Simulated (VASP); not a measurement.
**Ta3Ru: single point with LDA**

The system is Ta3Ru.

```
CELL_PARAMETERS angstrom
0.00000 3.17357 3.17357
3.17357 0.00000 3.17357
3.17357 3.17357 0.00000
ATOMIC_POSITIONS crystal
Ta 0.25000 0.25000 0.25000
Ta 0.75000 0.75000 0.75000
Ta 0.50000 0.50000 0.50000
Ru 0.00000 0.00000 0.00000
```

| Quantity | Value |
| --- | --- |
| Program | VASP 6.6.1 |
| Task | single point |
| Functional | LDA |
| Potentials or basis | VASP PAW LDA potentials, release 64 (Ta_pv, Ru_pv) |
| Cutoff | 520 eV |
| k mesh | 12 × 12 × 12 |
| Occupations | fermi-dirac, width 0.15 eV |
| Spin | no spin polarisation |
| Dipole correction | no |
| Further INCAR settings | ALGO = Fast; EDIFF = 1e-06; NBANDS = 32 |

```yaml
Pressure: 1.0 GPa
Band_gap_on_the_k_mesh: zero (an odd number of electrons rules out a gap without spin polarisation)
```

Levels at points of the mesh, in eV from the Fermi level:
```
           k point  band 20  band 21  band 22  band 23  band 24  band 25  band 26  band 27  band 28  band 29
(0.00, 0.00, 0.00)    -1.92    -1.92    -0.24    -0.24    -0.24     0.99     0.99     4.64     4.64     5.15
(0.50, 0.00, 0.00)    -2.42    -2.42    -2.03    -1.62    -1.62     1.72     1.72     2.73     2.73     3.30
(0.50, 0.50, 0.00)    -1.68    -0.28    -0.28     0.38     0.76     0.76     0.91     1.78     1.78     2.84
```

It took 3.7 min on 1 thread of Intel(R) Xeon(R) Platinum 8259CL CPU @ 2.50GHz (Skylake/Cascade Lake) (shared host), peak memory 0.26 GiB.

Caveat: spin-orbit coupling is left out, which moves the levels of the heavy elements.
